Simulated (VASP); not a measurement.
C, 12 atoms in the cell. The typed cell holds 12 atoms: a = 2.512 Å, b = 4.877 Å, c = 7.637 Å, α = 79.91°, β = 80.53°, γ = 75.07°. 

- Program: VASP 6.6.1
- Task: single point
- Functional: PBE
- Potentials or basis: VASP PAW PBE potentials, release 64 (C)
- Cutoff: 520 eV
- k mesh: 6 × 6 × 6
- Occupations: gaussian, width 0.1 eV
- Spin: no spin polarisation
- Dipole correction: no
- Further INCAR settings: ALGO = Normal; EDIFF = 1e-06; NBANDS = 36

Potentials or basis: VASP PAW PBE potentials, release 64 (C).

Launch:

```bash
$ cat potpaw_PBE.64/C/POTCAR > POTCAR
$ mpirun -np 1 vasp_std > vasp.out
```

Hardware: 1 thread of Intel(R) Xeon(R) Platinum 8559C (Emerald Rapids) (shared host).

How long does it take, and how much memory?

It took 4.7 min on 1 thread of Intel(R) Xeon(R) Platinum 8559C (Emerald Rapids), on a shared host, peak memory 0.33 GiB. Counts: scf iterations 14, k points 112.
